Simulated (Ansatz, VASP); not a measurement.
# As2Se in VASP and in Ansatz

File INCAR:

```
PREC = Accurate
ENCUT = 500
EDIFF = 1E-7
ISMEAR = 0
SIGMA = 0.1
LREAL = F
LASPH = T
NELM = 120
ALGO = Normal
ISIF = 3
LWAVE = F
LCHARG = F
GGA = PE
IBRION = 2
NSW = 100
EDIFFG = -0.01
GGA_COMPAT = F
NELMIN = 4
```

File KPOINTS:

```
Automatic mesh
0
Gamma
  8 8 8
```

Contents of POSCAR:

```
As2Se
1.0
    0.0000000000      3.9411370025      3.9411370025
    3.9411370025      0.0000000000      3.9411370025
    3.9411370025      3.9411370025      0.0000000000
As Se
4 2
Direct
    0.6250000000      0.1250000000      0.1250000000
    0.1250000000      0.1250000000      0.1250000000
    0.1250000000      0.1250000000      0.6250000000
    0.1250000000      0.6250000000      0.1250000000
    0.5000000000      0.5000000000      0.5000000000
    0.7500000000      0.7500000000      0.7500000000
```

Input for Ansatz:

```yaml
crystal:
  lattice:
    - [0.0, 3.9411370025, 3.9411370025]
    - [3.9411370025, 0.0, 3.9411370025]
    - [3.9411370025, 3.9411370025, 0.0]
  atoms:
    - { symbol: As, position: [0.625, 0.125, 0.125] }
    - { symbol: As, position: [0.125, 0.125, 0.125] }
    - { symbol: As, position: [0.125, 0.125, 0.625] }
    - { symbol: As, position: [0.125, 0.625, 0.125] }
    - { symbol: Se, position: [0.5, 0.5, 0.5] }
    - { symbol: Se, position: [0.75, 0.75, 0.75] }
basis:
  ecutwfc: 420
kpoints:
  mp_grid: { grid: [8, 8, 8] }
hamiltonian:
  xc: pbe
scf:
  occupations: { method: gaussian, width: 0.1 }
output:
  forces: true
  stress: true
  eigenvalues: true
relax:
  adjacent_minimum: "off"
  f_tol: 0.01
  max_steps: 80
  cell: { stress_tol: 0.05 }
```

Change from the starting cell: species swapped into the ZrIr2 type (Fd-3m, No. 227).

Alike in both runs: task relaxation of cell and atoms; functional PBE; k mesh 8 × 8 × 8; occupations gaussian, width 0.1 eV; no spin polarisation.

|  | VASP | Ansatz |
| --- | --- | --- |
| version | VASP 6.6.1 | Ansatz 0.2.0 |
| potentials or method | VASP PAW PBE potentials, release 64 (As, Se), cutoff 500 eV | scalar-relativistic, plane waves, PAW |
| valence electrons in the cell | 32 | 92 |

|  | VASP | Ansatz | Ansatz less VASP |
| --- | --- | --- | --- |
| gap on the k mesh at the Fermi level, each at its own relaxed structure (eV) | none | none | - |
| relaxed volume (Å³/atom) | 20.36 | 20.36 | -0.008 |
| relaxed cell length with the largest relative difference (Å) | 5.570 | 5.569 | -0.0007 |

A gap of «none» marks a metal or a gap that the smearing closes. VASP's potentials hold 32 valence electrons a cell and Ansatz's 92, so a difference there can come from the potentials and not from the codes.
